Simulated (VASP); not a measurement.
# Ta in VASP: notebook

The runs below take Ta through single point, with PBE.

Everything below comes from runs of VASP 6.6.1. Logs are shortened: lines on timing, memory, paths and dates and some standing lists are left out, and cuts for length are marked.

## (1) The cell of the first run

The cell holds a sheet with vacuum, 2 atoms: a = 3.489 Å, b = 3.489 Å, c = 15.000 Å, α = 90.00°, β = 90.00°, γ = 90.00°.

## (2) Single point, PBE

Contents of INCAR:

```
SYSTEM = Ta
  ALGO = Normal
  DIPOL = 0.5 0.5 0.500
  EDIFF = 1E-6
  ENCUT = 520
  GGA = PE
  IDIPOL = 3
  ISIF = 2
  ISMEAR = 0
  LASPH = .TRUE.
  LCHARG = .FALSE.
  LDIPOL = .TRUE.
  LREAL = .FALSE.
  LWAVE = .FALSE.
  NBANDS = 18
  NELM = 80
  PREC = Accurate
  SIGMA = 0.1
```

Contents of KPOINTS:

```
k-points
0
G
  6 6 1
  0 0 0
```

Contents of POSCAR:

```
Ta
1.0
    3.4892800000      0.0000000000      0.0000000000
    0.0000000000      3.4892800000      0.0000000000
    0.0000000000      0.0000000000     15.0000000000
Ta
2
Direct
    0.0000000000      0.5000000000      0.5187942100
    0.5000000000      0.0000000000      0.4812057900
```

Potentials or basis: VASP PAW PBE potentials, release 64 (Ta_pv).

Started as:

```console
$ cat potpaw_PBE.64/Ta_pv/POTCAR > POTCAR
$ mpirun -np 1 vasp_std > vasp.out
```

OUTCAR:

```text
SYSTEM = Ta
   EDIFF = 1E-6
   ENCUT = 520
   GGA = PE
   ISIF = 2
   ISMEAR = 0
   LASPH = .TRUE.
   LREAL = .FALSE.
   NELM = 80
   PREC = Accurate

 ion  position               nearest neighbor table
   1  0.000  0.500  0.519-   2 2.53   2 2.53   2 2.53   2 2.53
   2  0.500  0.000  0.481-   1 2.53   1 2.53   1 2.53   1 2.53

  LATTYP: Found a simple tetragonal cell.
 ALAT       =     3.4892800000
 C/A-ratio  =     4.2988811445

  Lattice vectors:

 A1 = (   3.4892800000,   0.0000000000,   0.0000000000)
 A2 = (   0.0000000000,   3.4892800000,   0.0000000000)
 A3 = (   0.0000000000,   0.0000000000,  15.0000000000)

Analysis of symmetry for initial positions (statically):
=====================================================================
 Subroutine PRICEL returns:
 Original cell was already a primitive cell.

 Routine SETGRP: Setting up the symmetry group for a
 simple tetragonal supercell.

 Subroutine GETGRP returns: Found 16 space group operations
 (whereof  8 operations were pure point group operations)
 out of a pool of 16 trial point group operations.

The static configuration has the point symmetry D_2d.
 The point group associated with its full space group is D_4h.

Analysis of symmetry for dynamics (positions and initial velocities):
=====================================================================
 Subroutine PRICEL returns:
 Original cell was already a primitive cell.

 Routine SETGRP: Setting up the symmetry group for a
 simple tetragonal supercell.

 Subroutine GETGRP returns: Found 16 space group operations
 (whereof  8 operations were pure point group operations)
 out of a pool of 16 trial point group operations.

The dynamic configuration has the point symmetry D_2d.
 The point group associated with its full space group is D_4h.

 Subroutine INISYM returns: Found 16 space group operations
 (whereof  8 operations are pure point group operations),
 and found     1 'primitive' translations

----------------------------------------------------------------------------------------

                                     Primitive cell

  volume of cell :     182.6261

  direct lattice vectors                    reciprocal lattice vectors
     3.489280000  0.000000000  0.000000000     0.286592076  0.000000000  0.000000000
     0.000000000  3.489280000  0.000000000     0.000000000  0.286592076  0.000000000
     0.000000000  0.000000000 15.000000000     0.000000000  0.000000000  0.066666667

  length of vectors
     3.489280000  3.489280000 15.000000000     0.286592076  0.286592076  0.066666667

  position of ions in fractional coordinates (direct lattice)
     0.000000000  0.500000000  0.518794210
     0.500000000  0.000000000  0.481205790

  ion indices of the primitive-cell ions
   primitive index   ion index
                 1           1
                 2           2

----------------------------------------------------------------------------------------

 KPOINTS: k-points

Automatic generation of k-mesh.
 Grid dimensions read from file:
 generate k-points for:    6    6    1

 Generating k-lattice:

  Cartesian coordinates                     Fractional coordinates (reciprocal lattice)
     0.047765346  0.000000000  0.000000000     0.166666667  0.000000000  0.000000000
     0.000000000  0.047765346  0.000000000     0.000000000  0.166666667  0.000000000
     0.000000000  0.000000000  0.066666667     0.000000000  0.000000000  1.000000000

  Length of vectors
     0.047765346  0.047765346  0.066666667

  Shift w.r.t. Gamma in fractional coordinates (k-lattice)
     0.000000000  0.000000000  0.000000000

 Subroutine IBZKPT returns following result:
 ===========================================

 Found     10 irreducible k-points:

 Following reciprocal coordinates:
            Coordinates               Weight
  0.000000  0.000000  0.000000      1.000000
  0.166667  0.000000  0.000000      4.000000
  0.333333  0.000000  0.000000      4.000000
  0.500000  0.000000  0.000000      2.000000
  0.166667  0.166667  0.000000      4.000000
  0.333333  0.166667  0.000000      8.000000
  0.500000  0.166667  0.000000      4.000000
  0.333333  0.333333  0.000000      4.000000
  0.500000  0.333333  0.000000      4.000000
  0.500000  0.500000  0.000000      1.000000
   k-points           NKPTS =     10   k-points in BZ     NKDIM =     10   number of bands    NBANDS=     18
   number of dos      NEDOS =    301   number of ions     NIONS =      2
   total plane-waves  NPLWV =  87808
   dimension x,y,z NGX =    28 NGY =   28 NGZ =  112
   dimension x,y,z NGXF=    56 NGYF=   56 NGZF=  224
   ions per type =               2
   NGX,Y,Z   is equivalent  to a cutoff of  13.34, 13.34, 12.41 a.u.
   NGXF,Y,Z  is equivalent  to a cutoff of  26.68, 26.68, 24.83 a.u.
 SYSTEM =  Ta
   PREC   = accura    normal or accurate (medium, high low for compatibility)
   ISTART =      0    job   : 0-new  1-cont  2-samecut
   ICHARG =      2    charge: 1-file 2-atom 10-const
   ISPIN  =      1    spin polarized calculation?
   LNONCOLLINEAR =      F non collinear calculations
   LSORBIT =      F    spin-orbit coupling
   LASPH  =      T    aspherical Exc in radial PAW
   ENCUT  =  520.0 eV  38.22 Ry    6.18 a.u.   6.49  6.49 27.89*2*pi/ulx,y,z
   NELM   =     80;   NELMIN=  2; NELMDL= -5     # of ELM steps
   EDIFF  = 0.1E-05   stopping-criterion for ELM
   LREAL  =      F    real-space projection
   EDIFFG = 0.1E-04   stopping-criterion for IOM
   NSW    =      0    number of steps for IOM
   IBRION =     -1    ionic relax: 0-MD 1-quasi-New 2-CG
   NFREE  =      0    steps in history (QN), initial steepest desc. (CG)
   ISIF   =      2    stress and relaxation
   ISYM   =      2    0-nonsym 1-usesym 2-fastsym
   POTIM  = 0.5000    time-step for ionic-motion
   TEBEG  =    0.0;   TEEND  =   0.0 temperature during run
   PSTRESS=    0.0 pullay stress
   NELECT =      22.0000    total number of electrons
   NUPDOWN=      -1.0000    fix difference up-down
   EMIN   =  10.00;   EMAX   =-10.00  energy-range for DOS
   EFERMI =   0.00;   METHOD = LEGACY
   ISMEAR =     0;   SIGMA  =   0.10  broadening in eV -4-tet -1-fermi 0-gaus
   EFERMI_NEDOS =   21; number of points for ismear=-14 and -15
   IALGO  =     38    algorithm
   IMIX   =      4    mixing-type and parameters
     AMIX     =   0.40;   BMIX     =  1.00
     AMIX_MAG =   1.60;   BMIX_MAG =  1.00
  volume/ion in A,a.u.               =      91.31       616.21
  Fermi-wavevector in a.u.,A,eV,Ry     =   0.808527  1.527895  8.894354  0.653717
  Thomas-Fermi vector in A             =   1.917349
   LORBIT       =      0    0 simple, 1 ext, 2 COOP (PROOUT), +10 PAW based schemes
   GGA     = PE    functional components
   LHFCALC =     F    Hartree Fock is set to
   AEXX    =    0.0000 exact exchange contribution
   IVDW    =     0    specifies the selected vdW correction
   LEPSILON=     F    determine dielectric tensor
   LRPA    =     F    only Hartree local field effects (RPA)
 non-spin polarized calculation
 Gauss-broadening in eV      SIGMA  =   0.10
  energy-cutoff  :      520.00
  volume of cell :      182.63
 maximum number of plane-waves:      4983
 NGX is ok and might be reduce to    28
   NGX = 13   NGY = 13   NGZ = 55

 number of electron      21.9999996 magnetization

 dipolmoment           0.000000      0.000000     -0.000000 electrons x Angstroem

 Free energy of the ion-electron system (eV)
  ---------------------------------------------------
  ext. energy  EPLUGINS =         0.00000000
  ---------------------------------------------------
  free energy    TOTEN  =       -18.67958747 eV

  energy without entropy =      -18.67230878  energy(sigma->0) =      -18.67594812

 E-fermi :  -2.5886     XC(G=0):  -3.7167

 val. band max:       -2.6710707182   @ k =   0.5000   0.1667   0.0000
 cond. band min:      -2.4202902751   @ k =   0.3333   0.3333   0.0000
 fundamental gap:      0.2507804430
 Fermi energy:        -2.5885737363

 k-point     1 :       0.0000    0.0000    0.0000
  band No.  band energies     occupation
      1     -37.2735      2.00000
      2     -37.2735      2.00000
      3     -36.7148      2.00000
      4     -36.4203      2.00000
      5     -35.4794      2.00000
      6     -35.4794      2.00000
[... 10 lines left out ...]
     17       1.6714      0.00000
     18       2.5637      0.00000

 k-point     2 :       0.1667    0.0000    0.0000
  band No.  band energies     occupation
      1     -37.2462      2.00000
      2     -37.1644      2.00000
      3     -36.6328      2.00000
      4     -36.4825      2.00000
      5     -35.6124      2.00000
      6     -35.5940      2.00000
[... 10 lines left out ...]
     17       1.9974      0.00000
     18       2.9854      0.00000

 k-point     3 :       0.3333    0.0000    0.0000
  band No.  band energies     occupation
      1     -37.1316      2.00000
      2     -36.8592      2.00000
      3     -36.6631      2.00000
      4     -36.4294      2.00000
      5     -35.9652      2.00000
      6     -35.8642      2.00000
[... 10 lines left out ...]
     17       2.3019      0.00000
     18       2.9657      0.00000

 k-point     4 :       0.5000    0.0000    0.0000
  band No.  band energies     occupation
      1     -36.9139      2.00000
      2     -36.9139      2.00000
      3     -36.4241      2.00000
      4     -36.4241      2.00000
      5     -36.1629      2.00000
      6     -36.1629      2.00000
[... 81 lines left out ...]
      4     -36.4447      2.00000
      5     -35.7550      2.00000
      6     -35.3402      2.00000
[... 10 lines left out ...]
     17       2.0615      0.00000
     18       2.6989      0.00000

 k-point     9 :       0.5000    0.3333    0.0000
  band No.  band energies     occupation
      1     -37.4978      2.00000
      2     -37.4978      2.00000
      3     -36.5518      2.00000
      4     -36.5518      2.00000
      5     -35.4339      2.00000
      6     -35.4339      2.00000
[... 10 lines left out ...]
     17       2.3476      0.00000
     18       2.3476      0.00000

 k-point    10 :       0.5000    0.5000    0.0000
  band No.  band energies     occupation
      1     -37.6345      2.00000
      2     -37.6345      2.00000
      3     -36.5503      2.00000
      4     -36.5503      2.00000
      5     -35.2931      2.00000
      6     -35.2931      2.00000
[... 10 lines left out ...]
     17       1.4061      0.00000
     18       1.4061      0.00000

------------------------ aborting loop because EDIFF is reached ----------------------------------------

 vacuum level on the upper side and lower side of the slab       (xc-potential included)        -0.153        -0.153

  FORCE on cell =-STRESS in cart. coord.  units (eV):
  Direction    XX          YY          ZZ          XY          YZ          ZX
  --------------------------------------------------------------------------------------
  -------------------------------------------------------------------------------------
  Total        2.6010934      2.6010934      1.6524889      0.0000000     -0.0000000      0.0000000
  in kB       22.8193684     22.8193684     14.4972706      0.0000000     -0.0000000      0.0000000
  external PRESSURE =      20.0453358 kB  Pullay stress =       0.0000000 kB

 VOLUME and BASIS-vectors are now :
 -----------------------------------------------------------------------------
  energy-cutoff  :      520.00
  volume of cell :      182.63
      direct lattice vectors                 reciprocal lattice vectors
     3.489280000  0.000000000  0.000000000     0.286592076  0.000000000  0.000000000
     0.000000000  3.489280000  0.000000000     0.000000000  0.286592076  0.000000000
     0.000000000  0.000000000 15.000000000     0.000000000  0.000000000  0.066666667

 POSITION                                       TOTAL-FORCE (eV/Angst)
 -----------------------------------------------------------------------------------
      0.00000      1.74464      7.78191        -0.000000      0.000000      2.950018
      1.74464      0.00000      7.21809         0.000000      0.000000     -2.950018
 -----------------------------------------------------------------------------------
    total drift:                                0.000000      0.000000      0.000000

  FREE ENERGIE OF THE ION-ELECTRON SYSTEM (eV)
  ---------------------------------------------------
  free  energy   TOTEN  =       -18.6795874704 eV

  energy  without entropy=      -18.6723087793  energy(sigma->0) =      -18.67594812

 vacuum level on the upper side and lower side of the slab         2.011         2.011
```

Wall time 97 s (1 thread of Intel Xeon 6975P-C, shared host); peak memory 0.24 GiB.

What came out:

| Property | Result |
| --- | --- |
| Free energy | -18.6796 eV |
| Largest force | 2.950 eV/Å |
| Band gap on the k mesh | zero (band 11 reaches -1.12 eV, above the bottom of band 12 at -2.88 eV) |

Forces in eV/Å, atoms in the order of the input:
```
Ta   0.000  0.000  2.950
Ta   0.000  0.000 -2.950
```

Caveat: spin-orbit coupling is left out, which moves the levels of the heavy elements.

## (3) Single point, PBE

This run uses another cell than the first one, of 99.38 Å³/atom, 1.088 times its volume.

Contents of INCAR:

```
SYSTEM = Ta
ALGO = Normal ; DIPOL = 0.5 0.5 0.273
EDIFF = 1E-6 ; ENCUT = 520
GGA = PE ; IDIPOL = 3
ISIF = 2 ; ISMEAR = 0
LASPH = .True. ; LCHARG = .True.
LDIPOL = .True. ; LELF = .True.
LREAL = .False. ; LVACPOTAV = .True.
LVHAR = .True. ; LWAVE = .False.
NBANDS = 18 ; NELM = 60
PREC = Accurate ; SIGMA = 0.1
```

Contents of KPOINTS:

```
k-points
0
Gamma
  6 6 1
  0 0 0
```

Contents of POSCAR:

```
Ta
1.0
    2.6903570934      0.0000000000      0.0000000000
    0.0000000000      2.6903570934      0.0000000000
    0.0000000000      0.0000000000     27.4617211153
Ta
2
Direct
    1.0000000000      0.5000000000      0.3157726721
    0.5000000000      0.0000000000      0.2304421823
```

Potentials or basis: VASP PAW PBE potentials, release 64 (Ta_pv).

Started as:

```console
$ cat potpaw_PBE.64/Ta_pv/POTCAR > POTCAR
$ mpirun -np 1 vasp_std > vasp.out
```

Run time: 1.8 min. Hardware: 1 thread of Intel Xeon 6975P-C, shared host; peak memory 0.25 GiB.

It converged, with:

```
Free energy            : -21.0828 eV
Band gap on the k mesh : zero (band 11 reaches -1.18 eV, above the bottom of band 12 at -3.17 eV)
```

Forces in eV/Å, atoms in the order of the input:
```
Ta   0.000  0.000 -0.002
Ta   0.000  0.000  0.002
```

Levels at points of the mesh, in eV from the Fermi level:
```csv
k point,band 9,band 10,band 11,band 12,band 13,band 14
"(0.00, 0.00, 0.00)",-3.18,-2.10,-0.93,-0.30,0.51,2.72
"(0.50, 0.00, 0.00)",-1.59,-1.59,0.37,0.37,2.25,2.25
"(0.50, 0.50, 0.00)",-2.35,-2.35,1.41,1.41,2.96,2.96
```

Caveat: the k points lie up to 0.39 Å⁻¹ apart; spin-orbit coupling is left out, which moves the levels of the heavy elements.

## (4) Single point, PBE

This run uses another cell than the first one, of 105.06 Å³/atom, 1.151 times its volume.

Contents of INCAR:

```
ALGO = Normal
DIPOL = 0.5 0.5 0.301
EDIFF = 1E-6
ENCUT = 520
GGA = PE
IDIPOL = 3
ISIF = 2
ISMEAR = 0
LASPH = T
LCHARG = T
LDIPOL = T
LELF = T
LREAL = F
LVACPOTAV = T
LVHAR = T
LWAVE = F
NBANDS = 18
NELM = 80
PREC = Accurate
SIGMA = 0.1
```

Contents of KPOINTS:

```
k-points
0
Gamma
  6 6 1
```

Contents of POSCAR:

```
Ta
1.0
    2.9033664268      0.0000000000      0.0000000000
    0.0000000000      2.9033664268      0.0000000000
    0.0000000000      0.0000000000     24.9276526000
Ta
2
Direct
    1.0000000000      0.5000000000      0.3375941736
    0.5000000000      0.0000000000      0.2641472034
```

Started as:

```console
$ cat potpaw_PBE.64/Ta_pv/POTCAR > POTCAR
$ mpirun -np 1 vasp_std > vasp.out
```

Wall time 2 min (1 thread of Intel Xeon 6975P-C, shared host); peak memory 0.28 GiB.

Results (log left out):

| Quantity | Value |
| --- | --- |
| Free energy | -20.5952 eV |
| Largest force | 1.597 eV/Å |
| Band gap on the k mesh | zero (band 11 reaches -0.80 eV, above the bottom of band 12 at -2.75 eV) |

Forces in eV/Å, atoms in the order of the input:
```
Ta   0.000  0.000  1.597
Ta   0.000  0.000 -1.597
```

Levels at points of the mesh, in eV from the Fermi level:
| k point | band 8 | band 9 | band 10 | band 11 | band 12 | band 13 | band 14 | band 15 |
| --- | --- | --- | --- | --- | --- | --- | --- | --- |
| (0.00, 0.00, 0.00) | -4.80 | -3.78 | -0.96 | -0.73 | 0.41 | 0.93 | 0.93 | 3.41 |
| (0.50, 0.00, 0.00) | -4.16 | -0.50 | -0.50 | -0.20 | -0.20 | 0.37 | 0.37 | 3.25 |
| (0.50, 0.50, 0.00) | -3.97 | -2.82 | -2.82 | 1.75 | 1.75 | 3.36 | 3.36 | 4.86 |

Caveat: the k points lie up to 0.36 Å⁻¹ apart; spin-orbit coupling is left out, which moves the levels of the heavy elements.

## (5) Overview

```tsv
cell	gap on the mesh (eV)	largest force (eV/Å)
a = 3.489, b = 3.489, c = 15.000 Å, 2 atoms	none	2.95
a = 2.690, b = 2.690, c = 27.462 Å, 2 atoms	none	-
a = 2.903, b = 2.903, c = 24.928 Å, 2 atoms	none	1.60
```

Alike in all rows: task single point; level PBE; potentials or basis VASP PAW PBE potentials, release 64 (Ta_pv); no spin polarisation; k mesh 6 × 6 × 1; cutoff (eV) 520; smearing gaussian 0.1 eV.

Caveats: some runs use coarse meshes; spin-orbit coupling is left out, which moves the levels of the heavy elements.

Absolute energies hang on the potentials; compare differences alone.
